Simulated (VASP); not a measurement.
# Cd (P6_3/mmc) in VASP: further runs, part 2 of 2

VASP 6.6.1. Earlier steps stand in the parts before.

## 3. Single point, PBE

This run uses another cell than the first one, of the same volume but with other edges.

The input, INCAR:

```
ALGO = Fast
EDIFF = 1E-6
ENCUT = 520
GGA = PE
ISIF = 2
ISMEAR = 0
LASPH = T
LCHARG = F
LREAL = F
LWAVE = F
NBANDS = 19
NELM = 100
PREC = Accurate
SIGMA = 0.15
```

The input, KPOINTS:

```
k-points
0
Gamma
  24 24 10
```

The input, POSCAR:

```
Cd
1.0
    2.7294226986      0.0000000000      0.0000000000
   -1.3647113493      2.3637493946      0.0000000000
    0.0000000000      0.0000000000      6.6913987743
Cd
2
Direct
    0.3333333333      0.6666666667      0.2500000000
    0.6666666667      0.3333333333      0.7500000000
```

Potentials or basis: VASP PAW PBE potentials, release 64 (Cd).

Run with:

```sh
$ cat potpaw_PBE.64/Cd/POTCAR > POTCAR
$ mpirun -np 1 vasp_std > vasp.out
```

OUTCAR:

```text
EDIFF = 1E-6
   ENCUT = 520
   GGA = PE
   ISIF = 2
   ISMEAR = 0
   LASPH = T
   LREAL = F
   NELM = 100
   PREC = Accurate

 ion  position               nearest neighbor table
   1  0.333  0.667  0.250-   2 3.70   2 3.70   2 3.70   2 3.70   2 3.70   2 3.70
   2  0.667  0.333  0.750-   1 3.70   1 3.70   1 3.70   1 3.70   1 3.70   1 3.70

  LATTYP: Found a hexagonal cell.
 ALAT       =     2.7294226986
 C/A-ratio  =     2.4515802473

  Lattice vectors:

 A1 = (   2.7294226986,   0.0000000000,   0.0000000000)
 A2 = (  -1.3647113493,   2.3637493946,   0.0000000000)
 A3 = (   0.0000000000,   0.0000000000,   6.6913987743)

Analysis of symmetry for initial positions (statically):
=====================================================================
 Subroutine PRICEL returns:
 Original cell was already a primitive cell.

 Routine SETGRP: Setting up the symmetry group for a
 hexagonal supercell.

 Subroutine GETGRP returns: Found 24 space group operations
 (whereof 12 operations were pure point group operations)
 out of a pool of 24 trial point group operations.

The static configuration has the point symmetry D_3d.
 The point group associated with its full space group is D_6h.

Analysis of symmetry for dynamics (positions and initial velocities):
=====================================================================
 Subroutine PRICEL returns:
 Original cell was already a primitive cell.

 Routine SETGRP: Setting up the symmetry group for a
 hexagonal supercell.

 Subroutine GETGRP returns: Found 24 space group operations
 (whereof 12 operations were pure point group operations)
 out of a pool of 24 trial point group operations.

The dynamic configuration has the point symmetry D_3d.
[... 112 lines left out ...]
   NUPDOWN=      -1.0000    fix difference up-down
   EMIN   =  10.00;   EMAX   =-10.00  energy-range for DOS
   EFERMI =   0.00;   METHOD = LEGACY
   ISMEAR =     0;   SIGMA  =   0.15  broadening in eV -4-tet -1-fermi 0-gaus
   EFERMI_NEDOS =   21; number of points for ismear=-14 and -15
   IALGO  =     68    algorithm
   IMIX   =      4    mixing-type and parameters
     AMIX     =   0.40;   BMIX     =  1.00
     AMIX_MAG =   1.60;   BMIX_MAG =  1.00
  volume/ion in A,a.u.               =      21.59       145.67
  Fermi-wavevector in a.u.,A,eV,Ry     =   1.346115  2.543789 24.654109  1.812026
  Thomas-Fermi vector in A             =   2.473973
   LORBIT       =      0    0 simple, 1 ext, 2 COOP (PROOUT), +10 PAW based schemes
   GGA     = PE    functional components
   LHFCALC =     F    Hartree Fock is set to
   AEXX    =    0.0000 exact exchange contribution
   IVDW    =     0    specifies the selected vdW correction
   LEPSILON=     F    determine dielectric tensor
   LRPA    =     F    only Hartree local field effects (RPA)
 non-spin polarized calculation
 RMM-DIIS sequential band-by-band and
 Gauss-broadening in eV      SIGMA  =   0.15
  energy-cutoff  :      520.00
  volume of cell :       43.17
 maximum number of plane-waves:      1185
   NGX = 11   NGY = 11   NGZ = 25

 number of electron      23.9999995 magnetization

 Free energy of the ion-electron system (eV)
  ---------------------------------------------------
  ext. energy  EPLUGINS =         0.00000000
  ---------------------------------------------------
  free energy    TOTEN  =        -0.99485763 eV

  energy without entropy =       -0.98857524  energy(sigma->0) =       -0.99171643

 E-fermi :   2.8361     XC(G=0): -10.8936

 val. band max:        2.8231271969   @ k =   0.3750   0.1667   0.3000
 cond. band min:       2.8604054480   @ k =   0.2917   0.2500   0.3000
 fundamental gap:      0.0372782511
 Fermi energy:         2.8360530820

 k-point     1 :       0.0000    0.0000    0.0000
  band No.  band energies     occupation
      1      -7.7045      2.00000
      2      -7.6696      2.00000
      3      -6.6746      2.00000
      4      -6.6746      2.00000
      5      -6.6649      2.00000
      6      -6.6649      2.00000
[... 505 lines left out ...]
      6      -5.8444      2.00000
[... 11 lines left out ...]
     18      15.7565      0.00000
     19      16.2141      0.00000

 [... further k-points ...]

------------------------ aborting loop because EDIFF is reached ----------------------------------------

  FORCE on cell =-STRESS in cart. coord.  units (eV):
  Direction    XX          YY          ZZ          XY          YZ          ZX
  --------------------------------------------------------------------------------------
  -------------------------------------------------------------------------------------
  Total        6.0106246      6.0106246     -0.2118220      0.0000000      0.0000000      0.0000000
  in kB      223.0699361    223.0699360     -7.8612657      0.0000000      0.0000000      0.0000000
  external PRESSURE =     146.0928688 kB  Pullay stress =       0.0000000 kB

 VOLUME and BASIS-vectors are now :
 -----------------------------------------------------------------------------
  energy-cutoff  :      520.00
  volume of cell :       43.17
      direct lattice vectors                 reciprocal lattice vectors
     2.729422699  0.000000000  0.000000000     0.366377843  0.211528346  0.000000000
    -1.364711349  2.363749395  0.000000000     0.000000000  0.423056692  0.000000000
     0.000000000  0.000000000  6.691398774     0.000000000  0.000000000  0.149445584

 POSITION                                       TOTAL-FORCE (eV/Angst)
 -----------------------------------------------------------------------------------
     -0.00000      1.57583      1.67285         0.000000      0.000000     -0.000000
      1.36471      0.78792      5.01855        -0.000000      0.000000      0.000000
 -----------------------------------------------------------------------------------
    total drift:                               -0.000000      0.000000     -0.000000

  FREE ENERGIE OF THE ION-ELECTRON SYSTEM (eV)
  ---------------------------------------------------
  free  energy   TOTEN  =        -0.9948576268 eV

  energy  without entropy=       -0.9885752356  energy(sigma->0) =       -0.99171643
```

OSZICAR:

```text
N       E                     dE             d eps       ncg     rms          rms(c)
DAV:   1     0.178999659194E+03    0.17900E+03   -0.13207E+04 13924   0.127E+03
DAV:   2     0.297168599788E+01   -0.17603E+03   -0.16983E+03 14361   0.337E+02
DAV:   3    -0.112289973188E+01   -0.40946E+01   -0.40866E+01 16104   0.590E+01
DAV:   4    -0.113106271079E+01   -0.81630E-02   -0.81624E-02 15287   0.246E+00
DAV:   5    -0.113109332286E+01   -0.30612E-04   -0.30612E-04 15383   0.138E-01    0.624E+00
RMM:   6    -0.100714505654E+01    0.12395E+00   -0.26442E-01 14045   0.485E+00    0.443E+00
RMM:   7    -0.995443898791E+00    0.11701E-01   -0.40444E-02 14489   0.161E+00    0.151E+00
RMM:   8    -0.994776468195E+00    0.66743E-03   -0.60050E-03 14579   0.951E-01    0.105E-01
RMM:   9    -0.994823718966E+00   -0.47251E-04   -0.25956E-04 15523   0.163E-01    0.594E-02
RMM:  10    -0.994859412298E+00   -0.35693E-04   -0.82375E-05 15087   0.114E-01    0.214E-02
RMM:  11    -0.994857701061E+00    0.17112E-05   -0.10278E-05 15686   0.311E-02    0.293E-03
RMM:  12    -0.994857626829E+00    0.74232E-07   -0.75835E-07 10172   0.106E-02
   1 F= -.99485763E+00 E0= -.99171643E+00  d E =-.628239E-02
```

stdout:

```text
POSCAR found type information on POSCAR Cd
 POSCAR found :  1 types and       2 ions
 scaLAPACK will be used
 LDA part: xc-table for (Slater+PW92), standard interpolation
 POSCAR, INCAR and KPOINTS ok, starting setup
 FFT: planning ... GRIDC
 FFT: planning ... GRID_SOFT
 FFT: planning ... GRID
 WAVECAR not read
 entering main loop
```

Run time: 2.9 min. Hardware: 1 thread of Intel Xeon Platinum 8259CL at 2.50GHz (Skylake/Cascade Lake), shared host; peak memory 0.34 GiB.

What came out:

```
Free energy            : -0.9949 eV
Pressure               : 14.6 GPa
Band gap on the k mesh : zero (bands 12 and 13 overlap by 5.99 eV)
```

Levels at points of the mesh, in eV from the Fermi level:
```tsv
k point	band 10	band 11	band 12	band 13	band 14	band 15
(0.00, 0.00, 0.00)	-8.38	-8.38	-5.32	-3.45	4.87	9.50
(0.50, 0.00, 0.00)	-7.80	-1.52	-0.78	1.71	3.04	3.64
(0.00, 0.00, 0.50)	-8.41	-7.52	-7.52	0.45	0.45	15.05
(0.50, 0.00, 0.50)	-7.80	-1.10	-1.10	1.49	1.49	6.40
```

Caveat: the stress differs along the axes, from -1 to 22 GPa.

The gap in the log of VASP goes by the Fermi energy; the results here count the filled bands.